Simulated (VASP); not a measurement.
Crystal: InP.

```
CELL_PARAMETERS angstrom
0.00000 2.93050 2.93050
2.93050 0.00000 2.93050
2.93050 2.93050 0.00000
ATOMIC_POSITIONS crystal
In 0.00000 0.00000 0.00000
P 0.75000 0.75000 0.75000
```

Base run:

```yaml
Program: VASP 6.6.1
Functional: PBEsol
Potentials_or_basis: VASP PAW PBE potentials, release 64 (In_d, P)
Cutoff: 520 eV
k_mesh: 12 × 12 × 12
Occupations: fermi-dirac, width 0.05 eV
Spin: no spin polarisation
```

Its results: band gap on the k mesh 0.62 eV, direct; pressure 0.6 GPa.

**Question.** The run is repeated on the same cell with these changes: functional from PBEsol to r2SCAN. What comes out?

**Answer.** Band gap on the k mesh 1.17 eV, direct; pressure 1.6 GPa.

r2SCAN gives the wider gap, since meta-GGAs in the generalised Kohn-Sham scheme recover part of the derivative discontinuity.

Caveats: the PAW data sets were made with another functional, which shifts forces and pressure a little; spin-orbit coupling is left out, which moves the levels of the heavy elements.

